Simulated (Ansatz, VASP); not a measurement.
This is a calculation of Si for VASP 6.6.1.

The input INCAR:

```
ALGO = Normal
EDIFF = 1E-6
ENCUT = 520
GGA = PE
ISIF = 2
ISMEAR = -1
LASPH = True
LCHARG = False
LREAL = False
LWAVE = False
NBANDS = 11
NELM = 80
PREC = Accurate
SIGMA = 0.03
```

File KPOINTS:

```
k-points
0
Gamma
  6 6 6
```

Contents of POSCAR:

```
Si
1.0
    0.0000000000      2.7218511865      2.7218511865
    2.7218511865      0.0000000000      2.7218511865
    2.7218511865      2.7218511865      0.0000000000
Si
2
Direct
    0.5000000000      0.5000000000      0.5000000000
    0.7500000000      0.7500000000      0.7500000000
```

Potentials or basis: VASP PAW PBE potentials, release 64 (Si).

Launch:

```sh
$ cat potpaw_PBE.64/Si/POTCAR > POTCAR
$ mpirun -np 1 vasp_std > vasp.out
```

Set up the same calculation for Ansatz 0.2.0. Potentials there: all-electron LAPW, scalar-relativistic.

As run (the cutoff follows the program's own potentials):

The input input.yaml:

```yaml
crystal:
  lattice:
    - [0.0, 2.7218511865, 2.7218511865]
    - [2.7218511865, 0.0, 2.7218511865]
    - [2.7218511865, 2.7218511865, 0.0]
  atoms:
    - { symbol: Si, position: [0.5, 0.5, 0.5] }
    - { symbol: Si, position: [0.75, 0.75, 0.75] }
kpoints:
  mp_grid: { grid: [6, 6, 6] }
scf:
  occupations: { method: fermi_dirac, width: 0.03 }
hamiltonian:
  xc: pbe
  pseudopotentials: { kind: all_electron, lapw: { basis_error: 0.003 } }
output:
  forces: true
  stress: true
  eigenvalues: true
```

Potentials or basis: all-electron LAPW, scalar-relativistic.

Run with:

```console
$ ansatz run input.yaml --threads 1 --pin off --max-ram 3072MiB --backend cpu --events-out ev --progress --plain --runs-dir out
```

Both were run:

|  | VASP | Ansatz | Ansatz less VASP |
| --- | --- | --- | --- |
| gap on the k mesh at the Fermi level (eV) | 0.72 | 0.72 | +0.001 |
| least direct gap on the mesh (eV) | 2.56 | 2.56 | -0.004 |
| pressure (GPa) | 1.3 | 1.4 | +0.06 |

Ansatz ran all-electron here, and VASP with PAW potentials.
